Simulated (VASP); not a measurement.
Wanted: the native input for a VASP 6.6.1 run.

```yaml
Task: single point
Functional: PBE
Potentials_or_basis: VASP PAW PBE potentials, release 64 (Ga_d)
Cutoff: 520 eV
k_mesh: 18 × 18 × 18
Occupations: gaussian, width 0.1 eV
Spin: no spin polarisation
Dipole_correction: no
Further_INCAR_settings: ALGO = Normal; EDIFF = 1e-07; NBANDS = 12
```

The structure of Ga lies in POSCAR:

```
Ga
1.0
   -1.6861155925      1.6861155925      1.6861155925
    1.6861155925     -1.6861155925      1.6861155925
    1.6861155925      1.6861155925     -1.6861155925
Ga
1
Direct
    0.0000000000      0.0000000000      0.0000000000
```

These files were run (other wordings do the same):

INCAR

```
PREC = Accurate
ENCUT = 520
EDIFF = 1E-7
ISMEAR = 0
SIGMA = 0.1
LREAL = F
LASPH = T
NELM = 100
ALGO = Normal
ISIF = 2
LWAVE = F
LCHARG = F
GGA = PE
NBANDS = 12
```

KPOINTS

```
Automatic mesh
0
Gamma
  18 18 18
```

Potentials or basis: VASP PAW PBE potentials, release 64 (Ga_d).

Command:

```sh
$ cat potpaw_PBE.64/Ga_d/POTCAR > POTCAR
$ mpirun -np 1 vasp_std > vasp.out
```

Results of the run:

| Property | Result |
| --- | --- |
| Pressure | 0.1 GPa |

Run time: 13 s on 1 thread of Intel(R) Xeon(R) Platinum 8481C CPU @ 2.70GHz (Sapphire Rapids), on a shared host, peak memory 0.17 GiB.
